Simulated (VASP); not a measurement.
# Te in VASP: a series of runs, part 2 of 2

VASP 6.6.1. Earlier steps stand in the parts before.

### 3 Single point, PBE

This run uses another cell than the first one: it holds 8 atoms, not 1.

The input, INCAR:

```
  PREC = Accurate
  ENCUT = 520
  EDIFF = 1E-6
  ISMEAR = 0
  SIGMA = 0.2
  LREAL = False
  LASPH = True
  NELM = 80
  ALGO = Normal
  ISIF = 2
  LWAVE = False
  LCHARG = False
  GGA = PE
  NBANDS = 34
```

The input, KPOINTS:

```
regular mesh
0
Gamma
  4 4 4
```

The input, POSCAR:

```
Te
1.0
    6.3777515307      0.0000000000      0.0000000000
    0.0000000000      6.3777515307      0.0000000000
    0.0000000000      0.0000000000      6.4482830773
Te
8
Direct
    0.0000000000      0.0000000000      0.2500000000
    0.0000000000      0.0000000000      0.7500000000
    0.0000000000      0.5000000000      0.2500000000
    0.0000000000      0.5000000000      0.7500000000
    0.5000000000      0.0000000000      0.2500000000
    0.5000000000      0.0000000000      0.7500000000
    0.5000000000      0.5000000000      0.2500000000
    0.5000000000      0.5000000000      0.7500000000
```

Potentials or basis: VASP PAW PBE potentials, release 64 (Te).

Run with:

```bash
> cat potpaw_PBE.64/Te/POTCAR > POTCAR
> mpirun -np 1 vasp_std > vasp.out
```

OUTCAR:

```text
PREC = Accurate
   ENCUT = 520
   EDIFF = 1E-6
   ISMEAR = 0
   LREAL = False
   LASPH = True
   NELM = 80
   ISIF = 2
   GGA = PE

 ion  position               nearest neighbor table
   1  0.000  0.000  0.250-   3 3.19   5 3.19   3 3.19   5 3.19   2 3.22   2 3.22
   2  0.000  0.000  0.750-   4 3.19   6 3.19   4 3.19   6 3.19   1 3.22   1 3.22
   3  0.000  0.500  0.250-   1 3.19   7 3.19   1 3.19   7 3.19   4 3.22   4 3.22
   4  0.000  0.500  0.750-   2 3.19   8 3.19   2 3.19   8 3.19   3 3.22   3 3.22
   5  0.500  0.000  0.250-   1 3.19   7 3.19   7 3.19   1 3.19   6 3.22   6 3.22
   6  0.500  0.000  0.750-   2 3.19   8 3.19   8 3.19   2 3.19   5 3.22   5 3.22
   7  0.500  0.500  0.250-   3 3.19   5 3.19   5 3.19   3 3.19   8 3.22   8 3.22
   8  0.500  0.500  0.750-   4 3.19   6 3.19   6 3.19   4 3.19   7 3.22   7 3.22
[... 7 lines left out ...]
 A1 = (   6.3777515307,   0.0000000000,   0.0000000000)
 A2 = (   0.0000000000,   6.3777515307,   0.0000000000)
 A3 = (   0.0000000000,   0.0000000000,   6.4482830773)

Analysis of symmetry for initial positions (statically):
=====================================================================
 Subroutine PRICEL returns following result:

[... 194 lines left out ...]
      2      -5.5467      2.00000
      3      -5.4317      2.00000
      4      -5.4317      2.00000
      5      -3.7662      2.00000
      6      -3.7662      2.00000
[... 655 lines left out ...]
     33      13.7450      0.00000
     34      13.7450      0.00000

------------------------ aborting loop because EDIFF is reached ----------------------------------------

  FORCE on cell =-STRESS in cart. coord.  units (eV):
  Direction    XX          YY          ZZ          XY          YZ          ZX
  --------------------------------------------------------------------------------------
  -------------------------------------------------------------------------------------
  Total        0.4258599      0.4258599      0.3515266      0.0000000     -0.0000000      0.0000000
  in kB        2.6013454      2.6013454      2.1472838      0.0000000     -0.0000000      0.0000000
  external PRESSURE =       2.4499915 kB  Pullay stress =       0.0000000 kB

 VOLUME and BASIS-vectors are now :
 -----------------------------------------------------------------------------
  energy-cutoff  :      520.00
  volume of cell :      262.29
      direct lattice vectors                 reciprocal lattice vectors
     6.377751531  0.000000000  0.000000000     0.156795070  0.000000000  0.000000000
     0.000000000  6.377751531  0.000000000     0.000000000  0.156795070  0.000000000
     0.000000000  0.000000000  6.448283077     0.000000000  0.000000000  0.155080040

 POSITION                                       TOTAL-FORCE (eV/Angst)
 -----------------------------------------------------------------------------------
      0.00000      0.00000      1.61207         0.000000     -0.000000     -0.000000
      0.00000      0.00000      4.83621        -0.000000      0.000000      0.000000
      0.00000      3.18888      1.61207         0.000000      0.000000     -0.000000
      0.00000      3.18888      4.83621         0.000000      0.000000      0.000000
      3.18888      0.00000      1.61207         0.000000      0.000000     -0.000000
      3.18888      0.00000      4.83621        -0.000000      0.000000     -0.000000
      3.18888      3.18888      1.61207         0.000000     -0.000000     -0.000000
      3.18888      3.18888      4.83621         0.000000     -0.000000     -0.000000
 -----------------------------------------------------------------------------------
    total drift:                               -0.000000      0.000000     -0.000000

  FREE ENERGIE OF THE ION-ELECTRON SYSTEM (eV)
  ---------------------------------------------------
  free  energy   TOTEN  =       -24.8659765585 eV

  energy  without entropy=      -24.7754919084  energy(sigma->0) =      -24.82073423
```

stdout:

```text
POSCAR found type information on POSCAR Te
 POSCAR found :  1 types and       8 ions
 scaLAPACK will be used
 LDA part: xc-table for (Slater+PW92), standard interpolation
 POSCAR, INCAR and KPOINTS ok, starting setup
 FFT: planning ... GRIDC
 FFT: planning ... GRID_SOFT
 FFT: planning ... GRID
 WAVECAR not read
 entering main loop
```

It took 1.7 min on 1 thread of Intel Xeon Platinum 8488C (Sapphire Rapids), shared host; peak memory 0.37 GiB.

What came out:

```yaml
Free_energy: -24.8660 eV
Pressure: 0.2 GPa
Band_gap_on_the_k_mesh: zero (bands 24 and 25 overlap by 3.79 eV)
```

Caveat: spin-orbit coupling is left out, which moves the levels of the heavy elements.

### 4 Single point, PBE

This run uses another cell than the first one: it holds 8 atoms, not 1.

The input, INCAR:

```
SYSTEM = Te
ALGO = Normal
EDIFF = 1E-6
ENCUT = 520
GGA = PE
ISIF = 2
ISMEAR = 0
LASPH = .TRUE.
LCHARG = .FALSE.
LREAL = .FALSE.
LWAVE = .FALSE.
NBANDS = 34
NELM = 60
PREC = Accurate
SIGMA = 0.2
```

The input, KPOINTS:

```
k-points
0
G
  4 4 4
  0 0 0
```

The input, POSCAR:

```
Te
1.0
    6.3580414164     -0.0093240282      0.0149540796
   -0.0090664908      6.4274648483     -0.0194557032
    0.0152602601     -0.0199090841      6.4516086772
Te
8
Direct
   -0.0000350196     -0.0000333764      0.2499269400
    0.0000166797     -0.0000244525      0.7499509088
   -0.0000147106      0.4999828948      0.2500905300
    0.0000766350      0.4999924428      0.7500655481
    0.4998999513      0.0000439311      0.2499419181
    0.5000292417      0.0000316833      0.7499117071
    0.5000091760      0.5000085395      0.2500488544
    0.5000180466      0.4999983373      0.7500635934
```

Run with:

```bash
> cat potpaw_PBE.64/Te/POTCAR > POTCAR
> mpirun -np 1 vasp_std > vasp.out
```

It took 2.7 min on 1 thread of Intel Xeon Platinum 8488C (Sapphire Rapids), shared host; peak memory 0.43 GiB.

Results (log left out):

```yaml
Free_energy: -24.8658 eV
Pressure: 0.0 GPa
Band_gap_on_the_k_mesh: zero (bands 24 and 25 overlap by 3.82 eV)
```

Forces in eV/Å, atoms in the order of the input:
```
Te  -0.001  0.001  0.001
Te   0.000  0.001  0.000
Te   0.001  0.000 -0.001
Te  -0.002  0.000  0.000
Te   0.002 -0.001  0.000
Te  -0.001 -0.001  0.001
Te  -0.001  0.001  0.000
Te   0.001  0.001 -0.001
```

Stress tensor (GPa, compression positive):
```
 0.12  0.01 -0.01
 0.01 -0.10  0.01
-0.01  0.01 -0.07
```

Levels at points of the mesh, in eV from the Fermi level:
```
           k point  band 22  band 23  band 24  band 25  band 26  band 27
(0.00, 0.00, 0.00)     1.07     1.32     2.16     2.17     2.17     2.31
(0.50, 0.00, 0.00)    -1.53    -0.11    -0.11     1.60     1.60     1.69
(0.00, 0.50, 0.00)    -1.51    -0.09    -0.09     1.57     1.57     1.90
(0.50, 0.50, 0.00)    -1.14    -1.13    -1.13    -0.79    -0.79    -0.77
(0.00, 0.00, 0.50)    -1.53    -0.08    -0.08     1.64     1.64     1.89
(0.50, 0.00, 0.50)    -1.13    -1.11    -1.11    -0.79    -0.79    -0.76
(0.00, 0.50, 0.50)    -1.08    -1.05    -1.05    -0.76    -0.76    -0.73
(0.50, 0.50, 0.50)    -1.90    -1.90    -1.90    -1.66    -1.65    -1.65
```

Caveat: spin-orbit coupling is left out, which moves the levels of the heavy elements.

### 5 Summary

```tsv
cell	k mesh	smearing	gap on the mesh (eV)	pressure (GPa)
a = 3.189, b = 3.189, c = 3.224 Å, 1 atom, atomic positions A	18 × 18 × 16	gaussian 0.1 eV	none	-0.1
a = 6.378, b = 6.378, c = 6.448 Å, 8 atoms, atomic positions B	4 × 4 × 4	gaussian 0.2 eV	none	0.2
a = 6.358, b = 6.428, c = 6.452 Å, angles 90.4, 89.7, 90.2°, 8 atoms, atomic positions C	4 × 4 × 4	gaussian 0.2 eV	none	0.0
```

Alike in all rows: task single point; level PBE; potentials or basis VASP PAW PBE potentials, release 64 (Te); no spin polarisation; cutoff (eV) 520.

Caveats: spin-orbit coupling is left out, which moves the levels of the heavy elements.

Absolute energies hang on the potentials; compare differences alone.
